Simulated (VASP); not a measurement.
## BaS: single point with r2SCAN

BaS:

```
CELL_PARAMETERS angstrom
0.00000 3.51941 3.51941
3.71896 0.00000 3.51941
3.71896 3.51941 0.00000
ATOMIC_POSITIONS crystal
Ba 0.00000 0.00000 0.00000
S 0.25000 0.25000 0.25000
```

This cell differs from its parent crystal: uniaxial x strain +5.7%.

```json
{
  "Program": "VASP 6.6.1",
  "Task": "single point",
  "Functional": "r2SCAN",
  "Potentials or basis": "VASP PAW PBE potentials, release 64 (Ba_sv, S)",
  "Cutoff": "520 eV",
  "k mesh": "6 × 6 × 6",
  "Occupations": "gaussian, width 0.01 eV",
  "Spin": "no spin polarisation",
  "Dipole correction": "no",
  "Further INCAR settings": "ALGO = Normal; EDIFF = 1e-06; NBANDS = 15"
}
```

- Pressure: -1.2 GPa
- Band gap on the k mesh: 2.97 eV (least direct gap 3.56 eV)

Stress tensor (GPa, compression positive):
```
-1.40  0.00  0.00
 0.00 -1.04  0.00
 0.00  0.00 -1.04
```

Levels at points of the mesh, in eV from the valence-band top:
| k point | band 6 | band 7 | band 8 | band 9 | band 10 | band 11 |
| --- | --- | --- | --- | --- | --- | --- |
| (0.00, 0.00, 0.00) | -0.63 | -0.59 | -0.59 | 2.97 | 5.25 | 5.62 |
| (0.50, 0.00, 0.00) | -0.60 | -0.42 | -0.34 | 4.63 | 5.56 | 5.61 |
| (0.50, 0.50, 0.00) | -0.99 | -0.08 | -0.02 | 3.71 | 4.87 | 6.61 |
| (0.00, 0.50, 0.50) | -1.02 | 0.00 | 0.00 | 3.57 | 4.81 | 6.58 |

Wall time 2.3 min on 1 thread of AMD EPYC 9R45 (Zen 5), with other jobs on the host, peak memory 0.24 GiB.

Caveat: the cell differs from its parent crystal (uniaxial x strain +5.7%); the PAW data sets were made with another functional, which shifts forces and pressure a little; spin-orbit coupling is left out, which moves the levels of the heavy elements. A k mesh can miss the band edges.
